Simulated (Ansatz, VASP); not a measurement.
# One calculation of Ti, two programs

```
Ti
1.0
     0.00000    2.02817    2.02817
     2.02817    0.00000    2.02817
     2.02817    2.02817    0.00000
Ti
1
Direct
  0.00000 0.00000 0.00000
```

Alike in both runs: task single point; functional PBE; k mesh 18 × 18 × 18; occupations gaussian, width 0.1 eV; no spin polarisation.

```csv
,VASP,Ansatz
version,VASP 6.6.1,Ansatz 0.2.0
potentials or method,"VASP PAW PBE potentials, release 64 (Ti_sv), cutoff 520 eV","scalar-relativistic, plane waves, PAW"
valence electrons in the cell,12,12
```

|  | VASP | Ansatz | Ansatz less VASP |
| --- | --- | --- | --- |
| gap on the k mesh at the Fermi level (eV) | none | none | - |
| pressure (GPa) | 4.4 | 4.7 | +0.33 |

A gap of «none» marks a metal or a gap that the smearing closes.
